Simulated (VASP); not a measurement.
# C (I4_1/amd) in VASP: a series of runs, part 2 of 2

VASP 6.6.1. Earlier steps stand in the parts before.

## 4. Single point, LDA (in-plane strain -0.01)

File INCAR:

```
PREC = Accurate ; ENCUT = 520
EDIFF = 1E-6 ; ISMEAR = 0
SIGMA = 0.01 ; LREAL = F
LASPH = T ; NELM = 60
ALGO = Normal ; ISIF = 2
LWAVE = F ; LCHARG = T
GGA = CA ; LELF = T
LVHAR = T ; NBANDS = 11
```

File KPOINTS:

```
Automatic mesh
0
Gamma
  12 12 12
```

File POSCAR:

```
C
1.0
    1.7482151194      1.7482151194      0.0000000000
   -1.7482151194      1.7482151194      0.0000000000
    0.0000000000      1.7482151194      1.7764691011
C
2
Direct
    0.5000000000      0.5000000000      0.0000000000
    0.7500000000      0.2500000000      0.5000000000
```

Potentials or basis: VASP PAW LDA potentials, release 64 (C).

Run with:

```console
$ cat potpaw_LDA.64/C/POTCAR > POTCAR
$ mpirun -np 1 vasp_std > vasp.out
```

OUTCAR:

```text
PREC = Accurate
   ENCUT = 520
   EDIFF = 1E-6
   ISMEAR = 0
   LREAL = F
   LASPH = T
   NELM = 60
   ISIF = 2
   GGA = CA

 ion  position               nearest neighbor table
   1  0.500  0.500  0.000-   2 1.52   2 1.52   2 1.52   2 1.52
   2  0.750  0.250  0.500-   1 1.52   1 1.52   1 1.52   1 1.52

  LATTYP: Found a body centered tetragonal cell.
 ALAT       =     2.4723495318
 C/A-ratio  =     1.4370695391

  Lattice vectors:

 A1 = (   1.7482151194,   0.0000000000,  -1.7764691011)
 A2 = (  -1.7482151194,   0.0000000000,  -1.7764691011)
 A3 = (   0.0000000000,   1.7482151194,   1.7764691011)

Analysis of symmetry for initial positions (statically):
=====================================================================
 Subroutine PRICEL returns:
 Original cell was already a primitive cell.

 Routine SETGRP: Setting up the symmetry group for a
 body centered tetragonal supercell.

 Subroutine GETGRP returns: Found 16 space group operations
 (whereof  8 operations were pure point group operations)
 out of a pool of 16 trial point group operations.

The static configuration has the point symmetry D_2d.
 The point group associated with its full space group is D_4h.

[... 166 lines left out ...]
 Fermi energy:        10.4980706892

 k-point     1 :       0.0000    0.0000    0.0000
  band No.  band energies     occupation
      1     -11.5355      2.00000
      2      10.2050      2.00000
      3      10.4586      2.00000
      4      10.4586      2.00000
      5      15.9765      0.00000
      6      15.9765      0.00000
      7      16.1754      0.00000
      8      24.9386      0.00000
      9      29.9640      0.00000
     10      37.0200      0.00000
     11      37.5835      0.00000
[... 309 lines left out ...]
 k-point    24 :      -0.4167    0.1667    0.0000
  band No.  band energies     occupation
      1      -7.1984      2.00000
      2       0.3485      2.00000
      3       6.0188      2.00000
      4       6.1766      2.00000
      5      17.0697      0.00000
      6      21.4701      0.00000
      7      22.1821      0.00000
      8      23.2358      0.00000
      9      31.7350      0.00000
     10      33.5440      0.00000
     11      38.2452      0.00000

 [... further k-points ...]
[... 5 lines left out ...]
  --------------------------------------------------------------------------------------
  -------------------------------------------------------------------------------------
  Total        0.9304168      0.9304168     -0.1393972      0.0000000      0.0000000      0.0000000
  in kB      137.2810913    137.2810913    -20.5677747      0.0000000      0.0000000      0.0000000
  external PRESSURE =      84.6648026 kB  Pullay stress =       0.0000000 kB

 VOLUME and BASIS-vectors are now :
 -----------------------------------------------------------------------------
  energy-cutoff  :      520.00
  volume of cell :       10.86
      direct lattice vectors                 reciprocal lattice vectors
     1.748215119  1.748215119  0.000000000     0.286005992  0.286005992 -0.281457189
    -1.748215119  1.748215119  0.000000000    -0.286005992  0.286005992 -0.281457189
     0.000000000  1.748215119  1.776469101     0.000000000  0.000000000  0.562914379

 POSITION                                       TOTAL-FORCE (eV/Angst)
 -----------------------------------------------------------------------------------
      0.00000      1.74822      0.00000         0.000000      0.000000      0.000000
      0.87411      2.62232      0.88823         0.000000     -0.000000      0.000000
 -----------------------------------------------------------------------------------
    total drift:                                0.000000     -0.000000      0.000000

  FREE ENERGIE OF THE ION-ELECTRON SYSTEM (eV)
  ---------------------------------------------------
  free  energy   TOTEN  =       -20.2343874620 eV

  energy  without entropy=      -20.2343874620  energy(sigma->0) =      -20.23438746
```

OSZICAR:

```text
N       E                     dE             d eps       ncg     rms          rms(c)
DAV:   1    -0.127340293461E+01   -0.12734E+01   -0.48117E+03  3741   0.702E+02
DAV:   2    -0.207894660307E+02   -0.19516E+02   -0.19029E+02  4676   0.129E+02
DAV:   3    -0.211348323918E+02   -0.34537E+00   -0.34469E+00  4232   0.131E+01
DAV:   4    -0.211354091040E+02   -0.57671E-03   -0.57670E-03  3832   0.676E-01
DAV:   5    -0.211354098698E+02   -0.76581E-06   -0.76581E-06  4087   0.226E-02    0.603E+00
DAV:   6    -0.204665415969E+02    0.66887E+00   -0.35831E-01  3670   0.419E+00    0.350E+00
DAV:   7    -0.202344563360E+02    0.23209E+00   -0.42372E-01  3897   0.456E+00    0.783E-01
DAV:   8    -0.202344030378E+02    0.53298E-04   -0.10223E-02  3838   0.839E-01    0.298E-02
DAV:   9    -0.202343859625E+02    0.17075E-04   -0.38849E-05  4029   0.483E-02    0.211E-02
DAV:  10    -0.202343875362E+02   -0.15737E-05   -0.22264E-06  3953   0.124E-02    0.497E-03
DAV:  11    -0.202343874620E+02    0.74183E-07   -0.90955E-08  1979   0.231E-03
   1 F= -.20234387E+02 E0= -.20234387E+02  d E =-.109929E-11
```

Run time: 26 s. Hardware: 1 thread of Intel Xeon 8259CL, shared host; peak memory 0.12 GiB.

Results:

* Free energy: -20.2344 eV
* Pressure: 8.5 GPa
* Band gap on the k mesh: 4.02 eV, indirect (least direct gap 5.52 eV)

Caveat: the cell differs from its parent crystal (in-plane strain -0.01). A k mesh can miss the band edges.

## 5. Single point, LDA (in-plane strain -0.005, then relaxed in part)

File INCAR:

```
ALGO = Normal
EDIFF = 1E-6
ENCUT = 520
GGA = CA
ISIF = 2
ISMEAR = 0
LASPH = T
LCHARG = F
LREAL = F
LWAVE = F
NBANDS = 11
NELM = 100
PREC = Accurate
SIGMA = 0.01
```

File KPOINTS:

```
k-points
0
Gamma
  12 12 12
```

File POSCAR:

```
C
1.0
    1.7570444887      1.7570444887      0.0000000000
   -1.7570444887      1.7570444887      0.0000000000
    0.0000000000      1.7570444887      1.7682913306
C
2
Direct
    0.5000000000      0.5000000000      0.0000000000
    0.7500000000      0.2500000000      0.5000000000
```

Run with:

```console
$ cat potpaw_LDA.64/C/POTCAR > POTCAR
$ mpirun -np 1 vasp_std > vasp.out
```

It took 24 s on 1 thread of Intel Xeon 8259CL, shared host; peak memory 0.12 GiB.

The run converged. Its results:

| Item | Value |
| --- | --- |
| Free energy | -20.2419 eV |
| Pressure | 5.8 GPa |
| Band gap on the k mesh | 4.14 eV, indirect (least direct gap 5.59 eV) |

Stress tensor (GPa, compression positive):
```
7.84 0.00 0.00
0.00 7.84 0.00
0.00 0.00 1.65
```

Levels at points of the mesh, in eV from the valence-band top:
```
           k point  band 1  band 2  band 3  band 4  band 5  band 6  band 7  band 8  band 9
(0.00, 0.00, 0.00)  -21.87   -0.10    0.00    0.00    5.59    5.59    5.67   14.41   19.48
(0.50, 0.00, 0.00)  -15.80  -13.82   -2.98   -2.86    8.47    8.54    9.52   15.72   22.06
(0.50, 0.50, 0.00)  -12.88  -12.88   -6.59   -6.59    4.71    4.71   17.19   17.19   23.65
(0.00, 0.00, 0.50)  -12.98  -12.98   -6.49   -6.49    4.86    4.86   17.16   17.16   23.56
```

Caveat: the cell differs from its parent crystal (in-plane strain -0.005, then relaxed in part). A k mesh can miss the band edges.

## 6. The runs side by side

| cell | gap on the mesh (eV) | pressure (GPa) |
| --- | --- | --- |
| a = 2.447, b = 2.447, c = 2.488 Å, angles 60.5, 60.5, 90.0°, 2 atoms | 3.85 | 15.8 |
| a = 2.472, b = 2.472, c = 2.488 Å, angles 60.2, 60.2, 90.0°, 2 atoms | 4.07 | 10.1 |
| a = 2.472, b = 2.472, c = 2.492 Å, angles 60.3, 60.3, 90.0°, 2 atoms | 4.02 | 8.5 |
| a = 2.485, b = 2.485, c = 2.493 Å, angles 60.1, 60.1, 90.0°, 2 atoms | 4.14 | 5.8 |

Alike in all rows: task single point; level LDA; potentials or basis VASP PAW LDA potentials, release 64 (C); no spin polarisation; k mesh 12 × 12 × 12; cutoff (eV) 520; smearing gaussian 0.01 eV.

Absolute energies hang on the potentials; compare differences alone.
